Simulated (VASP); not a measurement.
Write the native input for VASP 6.6.1 that does the following.

| Property | Result |
| --- | --- |
| Task | relaxation of cell and atoms |
| Functional | PBEsol |
| Potentials or basis | VASP PAW PBE potentials, release 64 (Cr_pv, O) |
| Cutoff | 600 eV |
| k mesh | 8 × 8 × 12 |
| Occupations | gaussian, width 0.1 eV |
| Spin | collinear spin, ferromagnetic start |
| Starting moments | [1.88, 1.88, 0.0, 0.0, 0.0, 0.0] μB |
| Dipole correction | no |
| Further INCAR settings | ALGO = Normal; EDIFF = 1e-07; IBRION = 2; EDIFFG = -0.002; NSW = 100; ISIF = 3 |

The structure of CrO2 (pbesol) lies in POSCAR:

```
CrO2
1.0
    4.4210000000      0.0000000000      0.0000000000
    0.0000000000      4.4210000000      0.0000000000
    0.0000000000      0.0000000000      2.9170000000
Cr O
2 4
Direct
    0.0000000000      0.0000000000      0.0000000000
    0.5000000000      0.5000000000      0.5000000000
    0.3010000000      0.3010000000      0.0000000000
    0.1990000000      0.8010000000      0.5000000000
    0.6990000000      0.6990000000      0.0000000000
    0.8010000000      0.1990000000      0.5000000000
```

The input as run:

INCAR

```
SYSTEM = CrO2
PREC     = Accurate       ! precision mode
ENCUT    = 600            ! plane-wave cutoff, eV
EDIFF    = 1E-7           ! SCF threshold, eV
ISMEAR   = 0              ! smearing method
SIGMA    = 0.1            ! smearing width, eV
LREAL    = .FALSE.        ! projectors in reciprocal space
LASPH    = .TRUE.         ! aspherical terms in the spheres
NELM     = 200            ! most SCF steps
ALGO     = Normal         ! electronic algorithm
ISIF     = 3              ! what is computed and relaxed
LWAVE    = .FALSE.        ! write WAVECAR
LCHARG   = .FALSE.        ! write CHGCAR
ISPIN    = 2              ! spin polarisation
MAGMOM   = 1.88 1.88 0 0 0 0 ! initial moments
LORBIT   = 11             ! projections on sites
LMAXMIX  = 4              ! l up to which the mixer works
GGA      = PS             ! functional
IBRION   = 2              ! ionic algorithm
NSW      = 100            ! ionic steps
EDIFFG   = -0.002         ! ionic threshold
GGA_COMPAT= .FALSE.      
NELMIN   = 4            
KPAR     = 4
```

KPOINTS

```
regular mesh
0
G
  8 8 12
  0 0 0
```

Potentials or basis: VASP PAW PBE potentials, release 64 (Cr_pv, O).

Launch:

```bash
$ cat potpaw_PBE.64/Cr_pv/POTCAR potpaw_PBE.64/O/POTCAR > POTCAR
$ mpirun -np 4 vasp_std > vasp.out
```

Results of the run:

| Property | Result |
| --- | --- |
| Relaxed volume | 9.29 Å³/atom |
| Relaxed cell | a = 4.393 Å, b = 4.393 Å, c = 2.889 Å, α = 90.00°, β = 90.00°, γ = 90.00° |
| Space group after relaxing (to 0.05 Å) | P4_2/mnm (No. 136) |
| Energy gained by relaxing | 5.9 meV/atom |
| Ionic steps | 10 |
| Pressure after relaxing | 0.0 GPa |
| Band gap on the k mesh | zero (filled and empty bands overlap) |
| Net moment | 4.00 μB per cell |
| Site moments | Cr +2.06; O -0.06 μB |
| Valence electrons inside the program's atomic spheres | Cr 10.94; O 5.02 |

Caveat: the PAW data sets were made with another functional, which shifts forces and pressure a little; semilocal functionals often make such compounds metallic where correlation or magnetic order opens a gap, which also shifts bond lengths; only a ferromagnetic start was run, and an antiferromagnetic order may lie lower in energy.

Wall time 5.5 min on 4 MPI ranks on Intel(R) Xeon(R) Platinum 8488C (Sapphire Rapids), with other jobs on the host, peak memory 0.42 GiB a rank.
